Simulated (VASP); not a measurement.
# HfB2 (P6/mmm) in VASP: notebook, part 2 of 3

VASP 6.6.1. Earlier steps stand in the parts before.

### Step 3. Relaxation of shape and atoms at fixed volume, PBE+D4 (volume scaled by 1.02)

File INCAR:

```
PREC = Accurate ; ENCUT = 600
EDIFF = 1E-7 ; ISMEAR = 0
SIGMA = 0.05 ; LREAL = False
LASPH = True ; NELM = 60
ALGO = Normal ; ISIF = 4
LWAVE = False ; LCHARG = False
GGA = PE ; IVDW = 13
IBRION = 2 ; NSW = 60
EDIFFG = -0.01
```

File KPOINTS:

```
regular mesh
0
Gamma
  8 8 8
```

File POSCAR:

```
HfB2
1.0
    3.1510387685      0.0000000000      0.0000000000
   -1.5755193842      2.7288796218      0.0000000000
    0.0000000000      0.0000000000      3.4595175948
Hf B
1 2
Direct
    0.0000000000      0.0000000000      0.0000000000
    0.3333333333      0.6666666667      0.5000000000
    0.6666666667      0.3333333333      0.5000000000
```

Potentials or basis: VASP PAW PBE potentials, release 64 (Hf_pv, B).

Command:

```sh
> cat potpaw_PBE.64/Hf_pv/POTCAR potpaw_PBE.64/B/POTCAR > POTCAR
> mpirun -np 1 vasp_std > vasp.out
```

OUTCAR:

```text
PREC = Accurate
   ENCUT = 600
   EDIFF = 1E-7
   ISMEAR = 0
   LREAL = False
   LASPH = True
   NELM = 60
   ISIF = 4
   GGA = PE
   IVDW = 13
   IBRION = 2
   NSW = 60
   EDIFFG = -0.01

 ion  position               nearest neighbor table
   1  0.000  0.000  0.000-   2 2.51   3 2.51   2 2.51   3 2.51   2 2.51   2 2.51   3 2.51   3 2.51
                             3 2.51   3 2.51   2 2.51   2 2.51
   2  0.333  0.667  0.500-   3 1.82   3 1.82   3 1.82   1 2.51   1 2.51   1 2.51   1 2.51   1 2.51
                             1 2.51
   3  0.667  0.333  0.500-   2 1.82   2 1.82   2 1.82   1 2.51   1 2.51   1 2.51   1 2.51   1 2.51
                             1 2.51

  LATTYP: Found a hexagonal cell.
 ALAT       =     3.1510387685
 C/A-ratio  =     1.0978975027

  Lattice vectors:

 A1 = (   3.1510387685,   0.0000000000,   0.0000000000)
 A2 = (  -1.5755193842,   2.7288796218,   0.0000000000)
 A3 = (   0.0000000000,   0.0000000000,   3.4595175948)

Analysis of symmetry for initial positions (statically):
=====================================================================
 Subroutine PRICEL returns:
 Original cell was already a primitive cell.

 Routine SETGRP: Setting up the symmetry group for a
 hexagonal supercell.

 Subroutine GETGRP returns: Found 24 space group operations
 (whereof 24 operations were pure point group operations)
 out of a pool of 24 trial point group operations.

The static configuration has the point symmetry D_6h.

Analysis of symmetry for dynamics (positions and initial velocities):
=====================================================================
 Subroutine PRICEL returns:
 Original cell was already a primitive cell.

 Routine SETGRP: Setting up the symmetry group for a
 hexagonal supercell.

 Subroutine GETGRP returns: Found 24 space group operations
 (whereof 24 operations were pure point group operations)
 out of a pool of 24 trial point group operations.

[... 187 lines left out ...]
  free  energy   TOTEN  =       -27.3227515411 eV

  energy  without entropy=      -27.3221037349  energy(sigma->0) =      -27.32242764

--------------------------------------- Ionic step        2  -------------------------------------------

 number of electron      15.9999999 magnetization

 Free energy of the ion-electron system (eV)
  ---------------------------------------------------
  ext. energy  EPLUGINS =         0.00000000
  ---------------------------------------------------
  free energy    TOTEN  =       -26.39723573 eV

  energy without entropy =      -26.39658545  energy(sigma->0) =      -26.39691059

 E-fermi :   7.6547     XC(G=0): -12.5922

 val. band max:        7.5398461970   @ k =   0.1250   0.0000   0.3750
 cond. band min:       7.6620572430   @ k =   0.1250   0.1250   0.2500
 fundamental gap:      0.1222110460
 Fermi energy:         7.6546702401

 k-point     1 :       0.0000    0.0000    0.0000
  band No.  band energies     occupation
      1     -22.9609      2.00000
      2     -22.4673      2.00000
      3     -22.4673      2.00000
      4      -6.0839      2.00000
      5       4.6975      2.00000
      6       4.7180      2.00000
      7       4.7180      2.00000
      8       4.9355      2.00000
      9      11.6809      0.00000
     10      11.6809      0.00000
     11      12.3801      0.00000
     12      12.5462      0.00000
[... 331 lines left out ...]
 k-point    24 :       0.3750   -0.0000    0.2500
  band No.  band energies     occupation
      1     -23.0879      2.00000
      2     -22.9755      2.00000
      3     -22.6009      2.00000
      4      -3.0941      2.00000
      5       0.0304      2.00000
      6       3.5480      2.00000
      7       3.7147      2.00000
      8       4.9984      2.00000
      9       9.2841      0.00000
     10      11.4811      0.00000
     11      12.8417      0.00000
     12      13.6193      0.00000

 [... further k-points ...]

------------------------ aborting loop because EDIFF is reached ----------------------------------------

  DFT-D4 for vdW energy calculation

  Edisp (eV):   -0.92566

  FORCE on cell =-STRESS in cart. coord.  units (eV):
  Direction    XX          YY          ZZ          XY          YZ          ZX
  --------------------------------------------------------------------------------------
  -------------------------------------------------------------------------------------
  Total      -0.96574    -0.96574    -0.98370    -0.00000     0.00000    -0.00000
  in kB     -52.01355   -52.01355   -52.98074    -0.00000     0.00000    -0.00000
  external pressure =      -52.34 kB  Pullay stress =        0.00 kB

 VOLUME and BASIS-vectors are now :
 -----------------------------------------------------------------------------
  energy-cutoff  :      600.00
  volume of cell :       29.75
      direct lattice vectors                 reciprocal lattice vectors
     3.148155421 -0.000000000 -0.000000000     0.317646325  0.183393191 -0.000000000
    -1.574077710  2.726382570  0.000000000     0.000000000  0.366786382 -0.000000000
     0.000000000  0.000000000  3.465857536     0.000000000 -0.000000000  0.288528882

 POSITION                                       TOTAL-FORCE (eV/Angst)
 -----------------------------------------------------------------------------------
      0.00000      0.00000      3.46586        -0.000000      0.000000      0.000000
     -0.00000      1.81759      1.73293        -0.000000     -0.000000      0.000000
      1.57408      0.90879      1.73293         0.000000      0.000000     -0.000000
 -----------------------------------------------------------------------------------
    total drift:                               -0.000000      0.000000      0.000000

  FREE ENERGIE OF THE ION-ELECTRON SYSTEM (eV)
  ---------------------------------------------------
  free  energy   TOTEN  =       -27.3228907589 eV

  energy  without entropy=      -27.3222404802  energy(sigma->0) =      -27.32256562

 reached required accuracy - stopping structural energy minimisation
```

OSZICAR:

```text
N       E                     dE             d eps       ncg     rms          rms(c)
DAV:   1     0.316050557702E+02    0.31605E+02   -0.92434E+03  1200   0.143E+03
DAV:   2    -0.268578312035E+02   -0.58463E+02   -0.55580E+02  1536   0.253E+02
DAV:   3    -0.287272609678E+02   -0.18694E+01   -0.18334E+01  1580   0.340E+01
DAV:   4    -0.287410749669E+02   -0.13814E-01   -0.13798E-01  1436   0.325E+00
[... 12 lines left out ...]
DAV:   1    -0.263974195633E+02   -0.89394E-03   -0.16434E-02  1276   0.112E+00    0.154E-01
DAV:   2    -0.263972931411E+02    0.12642E-03   -0.21403E-04  1468   0.131E-01    0.648E-02
DAV:   3    -0.263972389517E+02    0.54189E-04   -0.53639E-05  1480   0.598E-02    0.192E-02
DAV:   4    -0.263972357600E+02    0.31917E-05   -0.67788E-06  1612   0.217E-02    0.122E-02
DAV:   5    -0.263972357301E+02    0.29980E-07   -0.29460E-07  1268   0.442E-03
   2 F= -.27322891E+02 E0= -.27322566E+02  d E =-.139218E-03
```

Wall time 17 s (1 thread of Intel Xeon 6975P-C (Granite Rapids), shared host); peak memory 0.17 GiB.

Results:

```yaml
Free_energy: -27.3229 eV
Energy_gained_by_relaxing: 0.0 meV/atom
Ionic_steps: 2
Pressure_after_relaxing: -5.2 GPa
Band_gap_on_the_k_mesh: zero (band 8 reaches 8.18 eV, above the bottom of band 9 at 7.66 eV)
Dispersion_energy_per_atom: -0.309 eV
```

Stress tensor (GPa, compression positive):
```
-5.20  0.00  0.00
 0.00 -5.20  0.00
 0.00  0.00 -5.30
```

Step by step:
```
step  energy change (eV)  largest force (eV/Å)  pressure (GPa)  volume (Å³)
   1              0.0000                0.0000           -5.29        29.75
   2             -0.0001                0.0000           -5.23        29.75
```

Final structure:
```
Hf B
1.0
     3.14816    0.00000    0.00000
    -1.57408    2.72638    0.00000
     0.00000    0.00000    3.46586
Hf B
1 2
Direct
  0.00000 0.00000 0.00000
  0.33333 0.66667 0.50000
  0.66667 0.33333 0.50000
```

Levels at points of the mesh, in eV from the Fermi level:
| k point | band 5 | band 6 | band 7 | band 8 | band 9 | band 10 | band 11 | band 12 |
| --- | --- | --- | --- | --- | --- | --- | --- | --- |
| (0.00, 0.00, 0.00) | -2.96 | -2.94 | -2.94 | -2.72 | 4.03 | 4.03 | 4.73 | 4.89 |
| (0.50, 0.00, 0.00) | -9.05 | -4.07 | -3.45 | -2.86 | 2.13 | 2.74 | 5.59 | 5.67 |
| (0.00, 0.00, 0.50) | -8.34 | -1.22 | -1.22 | 0.26 | 0.26 | 1.01 | 1.01 | 2.36 |
| (0.50, 0.00, 0.50) | -7.49 | -4.99 | -4.69 | -2.68 | 3.96 | 4.25 | 6.23 | 7.30 |

Caveat: the cell differs from its parent crystal (volume scaled by 1.02); spin-orbit coupling is left out, which moves the levels of the heavy elements; pairwise dispersion overbinds metals, which lowers pressure and volume.

### Step 4. Relaxation of shape and atoms at fixed volume, BLYP+D3(BJ)

File INCAR:

```
PREC = Accurate ; ENCUT = 600
EDIFF = 1E-7 ; ISMEAR = 0
SIGMA = 0.05 ; LREAL = False
LASPH = True ; NELM = 100
ALGO = Normal ; ISIF = 4
LWAVE = False ; LCHARG = False
GGA = B5 ; ALDAX = 1.0
AGGAX = 1.0 ; AGGAC = 1.0
ALDAC = 0.0 ; IVDW = 12
VDW_S6 = 1.0 ; VDW_S8 = 2.6996
VDW_A1 = 0.4298 ; VDW_A2 = 4.2359
IBRION = 2 ; NSW = 60
EDIFFG = -0.02
```

File KPOINTS:

```
Automatic mesh
0
Gamma
  8 8 8
```

File POSCAR:

```
HfB2
1.0
    3.1433302003      0.0000000000      0.0000000000
   -1.5716651001      2.7222038059      0.0000000000
    0.0000000000      0.0000000000      3.4726475530
Hf B
1 2
Direct
    0.0000000000      0.0000000000      0.0000000000
    0.3333333333      0.6666666667      0.5000000000
    0.6666666667      0.3333333333      0.5000000000
```

Potentials or basis: VASP PAW PBE potentials, release 64 (Hf_pv, B).

Command:

```sh
> cat potpaw_PBE.64/Hf_pv/POTCAR potpaw_PBE.64/B/POTCAR > POTCAR
> mpirun -np 1 vasp_std > vasp.out
```

OUTCAR:

```text
PREC = Accurate
   ENCUT = 600
   EDIFF = 1E-7
   ISMEAR = 0
   LREAL = False
   LASPH = True
   NELM = 100
   ISIF = 4
   GGA = B5
   IVDW = 12
   IBRION = 2
   NSW = 60
   EDIFFG = -0.02
 IVDW          = 12

 ion  position               nearest neighbor table
   1  0.000  0.000  0.000-   2 2.51   3 2.51   2 2.51   3 2.51   2 2.51   2 2.51   3 2.51   3 2.51
                             3 2.51   3 2.51   2 2.51   2 2.51
   2  0.333  0.667  0.500-   3 1.81   3 1.81   3 1.81   1 2.51   1 2.51   1 2.51   1 2.51   1 2.51
                             1 2.51
[... 619 lines left out ...]
  --------------------------------------------------------------------------------------
  -------------------------------------------------------------------------------------
  Total      -1.03905    -1.03905    -1.04227    -0.00000    -0.00000    -0.00000
  in kB     -56.02431   -56.02431   -56.19764    -0.00000    -0.00000    -0.00000
  external pressure =      -56.08 kB  Pullay stress =        0.00 kB

 VOLUME and BASIS-vectors are now :
 -----------------------------------------------------------------------------
  energy-cutoff  :      600.00
  volume of cell :       29.71
      direct lattice vectors                 reciprocal lattice vectors
     3.125702828 -0.000000000  0.000000000     0.319928047  0.184710544  0.000000000
    -1.562851414  2.706938054 -0.000000000     0.000000000  0.369421088  0.000000000
     0.000000000 -0.000000000  3.511925923    -0.000000000  0.000000000  0.284744047

 POSITION                                       TOTAL-FORCE (eV/Angst)
 -----------------------------------------------------------------------------------
      3.12570     -0.00000      0.00000        -0.000000      0.000000     -0.000000
     -0.00000      1.80463      1.75596         0.000000     -0.000000     -0.000000
      1.56285      0.90231      1.75596         0.000000      0.000000      0.000000
 -----------------------------------------------------------------------------------
    total drift:                               -0.000000      0.000000     -0.000000

  FREE ENERGIE OF THE ION-ELECTRON SYSTEM (eV)
  ---------------------------------------------------
  free  energy   TOTEN  =       -25.8707741674 eV

  energy  without entropy=      -25.8697709517  energy(sigma->0) =      -25.87027256

 reached required accuracy - stopping structural energy minimisation
```

Wall time 26 s (1 thread of Intel Xeon 6975P-C (Granite Rapids), shared host); peak memory 0.18 GiB.

Results:

| Quantity | Value |
| --- | --- |
| Free energy | -25.8708 eV |
| Energy gained by relaxing | 1.9 meV/atom |
| Ionic steps | 2 |
| Pressure after relaxing | -5.6 GPa |
| Band gap on the k mesh | zero (band 8 reaches 8.91 eV, above the bottom of band 9 at 8.13 eV) |
| Dispersion energy per atom | -0.836 eV |

Step by step:
| step | energy change (eV) | largest force (eV/Å) | pressure (GPa) | volume (Å³) |
| --- | --- | --- | --- | --- |
| 1 | 0.0000 | 0.0000 | -5.92 | 29.71 |
| 2 | -0.0058 | 0.0000 | -5.61 | 29.71 |

Final structure:
```
Hf B
1.0
     3.12570    0.00000    0.00000
    -1.56285    2.70694    0.00000
     0.00000    0.00000    3.51193
Hf B
1 2
Direct
  0.00000 0.00000 0.00000
  0.33333 0.66667 0.50000
  0.66667 0.33333 0.50000
```

Caveat: the PAW data sets were made with another functional, which shifts forces and pressure a little; spin-orbit coupling is left out, which moves the levels of the heavy elements; pairwise dispersion overbinds metals, which lowers pressure and volume.

### Step 5. Relaxation of shape and atoms at fixed volume, BLYP+D3(BJ) (volume scaled by 1.04)

File INCAR:

```
AGGAC = 1.0 ; AGGAX = 1.0
ALDAC = 0.0 ; ALDAX = 1.0
ALGO = Normal ; EDIFF = 1E-7
EDIFFG = -0.01 ; ENCUT = 600
GGA = B5 ; IBRION = 2
ISIF = 4 ; ISMEAR = 0
IVDW = 12 ; LASPH = True
LCHARG = False ; LREAL = False
LWAVE = False ; NELM = 100
NSW = 60 ; PREC = Accurate
SIGMA = 0.05 ; VDW_A1 = 0.4298
VDW_A2 = 4.2359 ; VDW_S6 = 1.0
VDW_S8 = 2.6996
```

File KPOINTS:

```
k-points
0
Gamma
  8 8 8
```

File POSCAR:

```
HfB2
1.0
    3.1435957017      0.0000000000      0.0000000000
   -1.5717978509      2.7224337369      0.0000000000
    0.0000000000      0.0000000000      3.5256490312
Hf B
1 2
Direct
    0.0000000000      0.0000000000      0.0000000000
    0.3333333333      0.6666666667      0.5000000000
    0.6666666667      0.3333333333      0.5000000000
```

Command:

```sh
> cat potpaw_PBE.64/Hf_pv/POTCAR potpaw_PBE.64/B/POTCAR > POTCAR
> mpirun -np 1 vasp_std > vasp.out
```

Run time: 25 s. Hardware: 1 thread of Intel Xeon 6975P-C (Granite Rapids), shared host; peak memory 0.18 GiB.

The run converged. Its results:

| Quantity | Value |
| --- | --- |
| Free energy | -25.8498 eV |
| Energy gained by relaxing | 0.1 meV/atom |
| Ionic steps | 2 |
| Pressure after relaxing | -9.1 GPa |
| Band gap on the k mesh | zero (band 8 reaches 8.78 eV, above the bottom of band 9 at 8.00 eV) |
| Dispersion energy per atom | -0.823 eV |

Stress tensor (GPa, compression positive):
```
-9.17  0.00  0.00
 0.00 -9.17  0.00
 0.00  0.00 -9.07
```

Step by step:
| step | energy change (eV) | largest force (eV/Å) | pressure (GPa) | volume (Å³) |
| --- | --- | --- | --- | --- |
| 1 | 0.0000 | 0.0000 | -9.20 | 30.17 |
| 2 | -0.0002 | 0.0000 | -9.14 | 30.17 |

Final structure:
```
CELL_PARAMETERS angstrom
3.14035 0.00000 0.00000
-1.57017 2.71962 0.00000
0.00000 0.00000 3.53294
ATOMIC_POSITIONS crystal
Hf 0.00000 0.00000 0.00000
B 0.33333 0.66667 0.50000
B 0.66667 0.33333 0.50000
```

Levels at points of the mesh, in eV from the Fermi level:
```csv
k point,band 6,band 7,band 8,band 9,band 10,band 11
"(0.00, 0.00, 0.00)",-2.82,-2.77,-2.77,3.89,3.89,4.32
"(0.50, 0.00, 0.00)",-4.12,-3.36,-2.68,2.07,2.64,5.35
"(0.00, 0.00, 0.50)",-1.18,-1.18,0.52,0.52,0.99,0.99
"(0.50, 0.00, 0.50)",-4.81,-4.53,-2.51,3.83,4.19,6.04
```

Caveat: the cell differs from its parent crystal (volume scaled by 1.04); the PAW data sets were made with another functional, which shifts forces and pressure a little; spin-orbit coupling is left out, which moves the levels of the heavy elements; pairwise dispersion overbinds metals, which lowers pressure and volume.

(Continued in part 3 of 3.)
